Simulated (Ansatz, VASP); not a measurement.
## Al2O3 in VASP and in Ansatz

File POSCAR:

```
Al2O3
1.0
    4.8141130163      0.0000000000      0.0000000000
    0.0000000000      9.2244478686      0.0000000000
    0.0000000000      0.0000000000      2.9954281823
Al O
4 6
Direct
    0.4149577251      0.3307998761      0.5000000000
    0.5850422749      0.6692001239      0.5000000000
    0.9149577251      0.1692001239      0.0000000000
    0.0850422749      0.8307998761      0.0000000000
    0.7326465181      0.2226010545      0.5000000000
    0.0000000000      0.0000000000      0.0000000000
    0.7673534819      0.7226010545      0.0000000000
    0.2326465181      0.2773989455      0.0000000000
    0.2673534819      0.7773989455      0.5000000000
    0.5000000000      0.5000000000      0.5000000000
```

The input INCAR.step1:

```
SYSTEM = Al2O3
  ALGO = Normal
  EDIFF = 1E-4
  ENCUT = 520
  GGA = PE
  ISMEAR = 0
  LASPH = .True.
  LCHARG = .False.
  LREAL = .False.
  LWAVE = .True.
  NBANDS = 35
  NELM = 100
  PREC = Accurate
  SIGMA = 0.05
```

File INCAR.step2:

```
SYSTEM = Al2O3
  ALGO = Normal
  EDIFF = 1E-7
  ENCUT = 520
  ISIF = 2
  ISMEAR = 0
  ISTART = 1
  LASPH = .True.
  LCHARG = .True.
  LELF = .True.
  LMIXTAU = .True.
  LREAL = .False.
  LVHAR = .True.
  LWAVE = .False.
  METAGGA = R2SCAN
  NBANDS = 35
  NELM = 100
  PREC = Accurate
  SIGMA = 0.05
```

Contents of KPOINTS:

```
k-points
0
Gamma
  6 4 8
  0 0 0
```

Input for Ansatz:

```yaml
crystal:
  lattice:
    - [4.8141130163, 0.0, 0.0]
    - [0.0, 9.2244478686, 0.0]
    - [0.0, 0.0, 2.9954281823]
  atoms:
    - { symbol: Al, position: [0.4149577251, 0.3307998761, 0.5] }
    - { symbol: Al, position: [0.5850422749, 0.6692001239, 0.5] }
    - { symbol: Al, position: [0.9149577251, 0.1692001239, 0.0] }
    - { symbol: Al, position: [0.0850422749, 0.8307998761, 0.0] }
    - { symbol: O, position: [0.7326465181, 0.2226010545, 0.5] }
    - { symbol: O, position: [0.0, 0.0, 0.0] }
    - { symbol: O, position: [0.7673534819, 0.7226010545, 0.0] }
    - { symbol: O, position: [0.2326465181, 0.2773989455, 0.0] }
    - { symbol: O, position: [0.2673534819, 0.7773989455, 0.5] }
    - { symbol: O, position: [0.5, 0.5, 0.5] }
basis:
  ecutwfc: 500
kpoints:
  mp_grid: { grid: [6, 4, 8] }
hamiltonian:
  xc: r2scan
scf:
  occupations: { method: gaussian, width: 0.05 }
output:
  forces: true
  stress: true
  eigenvalues: true
```

Change from the starting cell: strain +0.0400 x Voigt [1, -1, 0, 0, 0, 0], atoms carried along.

Alike in both runs: task single point; functional r2SCAN; k mesh 6 × 4 × 8; occupations gaussian, width 0.05 eV; no spin polarisation.

|  | VASP | Ansatz |
| --- | --- | --- |
| version | VASP 6.6.1 | Ansatz 0.2.0 |
| potentials or method | VASP PAW PBE potentials, release 64 (Al, O), cutoff 520 eV | scalar-relativistic, plane waves, PAW |
| valence electrons in the cell | 48 | 48 |

Ansatz gave:

- gap on the k mesh at the Fermi level (eV): 4.51
- least direct gap on the mesh (eV): 4.51
- pressure (GPa): 3.3
- traceless stress, the component that is largest in VASP (GPa): 13.21
- rms of the force components (eV/Å): 0.821

Task: Which values does VASP return?

Result: gap on the k mesh at the Fermi level (eV): 4.50; least direct gap on the mesh (eV): 4.50; pressure (GPa): 3.4; traceless stress, the component that is largest in VASP (GPa): 13.76; rms of the force components (eV/Å): 0.858.

VASP's potentials were made for PBE, not for r2SCAN. Atom by atom the forces differ by 0.037 eV/Å (rms over components).
